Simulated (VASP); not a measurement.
Wanted: the native input for a VASP 6.6.1 run.

| Property | Result |
| --- | --- |
| Task | relaxation of the atoms |
| Functional | PBE |
| Potentials or basis | VASP PAW PBE potentials, release 64 (Al, O) |
| Cutoff | 520 eV |
| k mesh | 9 × 9 × 1 |
| Occupations | gaussian, width 0.1 eV |
| Spin | no spin polarisation |
| Dipole correction | yes |
| Atoms held fixed (from 0) | [0, 1, 2, 3] |
| Further INCAR settings | ALGO = Normal; EDIFF = 1e-06; IBRION = 2; EDIFFG = -0.025; NSW = 36 |

The structure of Al3O lies in POSCAR:

```
Al3O
1.0
    2.8567582918      0.0000000000      0.0000000000
    0.0000000000      2.8567582918      0.0000000000
    0.0000000000      0.0000000000     19.6746954317
Al O
3 1
Selective dynamics
Direct
    0.5000000000      0.5000000000      0.2033068321  F F F
    0.0000000000      0.0000000000      0.3092728609  F F F
    0.5000000000      0.5000000000      0.4154928578  F F F
    0.8333333333      1.0000000000      0.4337369861  F F T
```

These files were run (other wordings do the same):

INCAR

```
SYSTEM = Al3O
ALGO = Normal ; DIPOL = 0.5 0.5 0.340
EDIFF = 1E-6 ; EDIFFG = -0.025
ENCUT = 520 ; GGA = PE
IBRION = 2 ; IDIPOL = 3
ISIF = 2 ; ISMEAR = 0
LASPH = .TRUE. ; LCHARG = .FALSE.
LDIPOL = .TRUE. ; LREAL = .FALSE.
LWAVE = .FALSE. ; NELM = 100
NSW = 36 ; PREC = Accurate
SIGMA = 0.1
```

KPOINTS

```
k-points
0
G
  9 9 1
  0 0 0
```

Potentials or basis: VASP PAW PBE potentials, release 64 (Al, O).

Command:

```sh
$ cat potpaw_PBE.64/Al/POTCAR potpaw_PBE.64/O/POTCAR > POTCAR
$ mpirun -np 1 vasp_std > vasp.out
```

Results of the run:

The energy gained by relaxing is 113.5 meV/atom and the ionic steps are 4.

Caveat: an odd number of electrons without spin polarisation forces a metal; a magnetic or distorted state may lie lower.

Wall time 2.6 min on 1 thread of Intel(R) Xeon(R) Platinum 8259CL CPU @ 2.50GHz (Skylake/Cascade Lake), with other jobs on the host, peak memory 0.29 GiB.
